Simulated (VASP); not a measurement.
# BiTe: single point with PBE

The system is BiTe.

```
Bi Te
1.0
     0.00000    3.25119    3.17544
     3.25119    0.00000    3.17544
     3.25119    3.25119    0.00000
Bi Te
1 1
Direct
  0.00000 0.00000 0.00000
  0.50000 0.50000 0.50000
```

This cell differs from its parent crystal: the cell strained.

```json
{"Program": "VASP 6.6.1", "Task": "single point", "Functional": "PBE", "Potentials or basis": "VASP PAW PBE potentials, release 64 (Bi_d, Te)", "Cutoff": "520 eV", "k mesh": "12 × 12 × 12", "Occupations": "gaussian, width 0.15 eV", "Spin": "no spin polarisation", "Dipole correction": "no", "Further INCAR settings": "ALGO = Normal; EDIFF = 1e-07; NBANDS = 18"}
```

```json
{
 "Pressure": "1.2 GPa",
 "Band gap on the k mesh": "zero (an odd number of electrons rules out a gap without spin polarisation)"
}
```

Stress tensor (GPa, compression positive):
```
0.46 0.00 0.00
0.00 0.46 0.00
0.00 0.00 2.67
```

Levels at points of the mesh, in eV from the Fermi level:
```csv
k point,band 6,band 7,band 8,band 9,band 10,band 11,band 12,band 13,band 14,band 15
"(0.00, 0.00, 0.00)",-13.59,-8.10,-2.78,-2.47,-2.47,1.99,1.99,2.55,4.60,4.60
"(0.50, 0.00, 0.00)",-11.61,-11.28,-1.96,-1.93,-1.58,-0.84,-0.67,-0.58,7.34,7.78
"(0.50, 0.50, 0.00)",-11.64,-10.13,-5.78,-4.08,-4.08,2.18,3.58,3.58,5.27,8.69
"(0.50, 0.00, 0.50)",-11.89,-9.87,-5.69,-4.20,-3.89,2.23,3.37,3.95,4.90,8.59
```

It took 2.6 min on 1 thread of Intel(R) Xeon(R) Platinum 8259CL CPU @ 2.50GHz (Skylake/Cascade Lake) (shared host), peak memory 0.35 GiB.

Caveat: the cell differs from its parent crystal (the cell strained); spin-orbit coupling is left out, which moves the levels of the heavy elements.
